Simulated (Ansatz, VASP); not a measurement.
## One calculation of TaV, two programs

The input INCAR:

```
PREC = Accurate ; ENCUT = 500
EDIFF = 1E-6 ; ISMEAR = -1
SIGMA = 0.08 ; LREAL = F
LASPH = T ; NELM = 200
ALGO = Normal ; ISIF = 2
LWAVE = F ; LCHARG = F
ISPIN = 2 ; MAGMOM = 0 2
LORBIT = 11 ; LMAXMIX = 4
GGA = PE ; NBANDS = 23
GGA_COMPAT = F
```

File KPOINTS:

```
Automatic mesh
0
Gamma
  12 12 8
```

The input POSCAR:

```
TaV
1.0
    1.5794625347     -2.2686526116      0.0000000000
    1.5794625347      2.2686526116      0.0000000000
    0.0000000000      0.0000000000      4.2677643924
Ta V
1 1
Direct
    0.0000000000      0.0000000000      0.0000000000
    0.5000000000      0.5000000000      0.5000000000
```

Input for Ansatz:

```yaml
crystal:
  lattice:
    - [1.5794625347, -2.2686526116, 0.0]
    - [1.5794625347, 2.2686526116, 0.0]
    - [0.0, 0.0, 4.2677643924]
  atoms:
    - { symbol: Ta, position: [0.0, 0.0, 0.0] }
    - { symbol: V, position: [0.5, 0.5, 0.5], spin: 2.0 }
magnetization:
  spin_polarized: true
kpoints:
  mp_grid: { grid: [12, 12, 8] }
scf:
  occupations: { method: fermi_dirac, width: 0.08 }
  lower_state_search: "off"
hamiltonian:
  xc: pbe
  pseudopotentials: { kind: paw }
output:
  forces: true
  stress: true
  eigenvalues: true
  populations: true
```

Change from the starting cell: volume scaled by 0.95, PAW files.

Alike in both runs: task single point; functional PBE; k mesh 12 × 12 × 8; occupations fermi-dirac, width 0.08 eV; collinear spin.

|  | VASP | Ansatz |
| --- | --- | --- |
| version | VASP 6.6.1 | Ansatz 0.2.0 |
| potentials or method | VASP PAW PBE potentials, release 64 (Ta_pv, V_sv) | PAW with Ansatz's default frozen-core files, scalar-relativistic |
| plane-wave cutoff (eV) | 500 | 420 |
| valence electrons in the cell | 24 | 26 |

```tsv
	VASP	Ansatz	Ansatz less VASP
pressure (GPa)	10.1	9.9	-0.19
traceless stress, the component that is largest in VASP (GPa)	0.27	0.27	-0.003
net moment per atom (μB)	0.00	0.00	0.000
```

The functional is the same, so the differences come from potentials, cutoffs and numerics. VASP's potentials hold 24 valence electrons a cell and Ansatz's 26, so a difference there can come from the potentials and not from the codes. Ansatz's warnings: seeded moment not kept.

Spin-orbit coupling is off throughout.
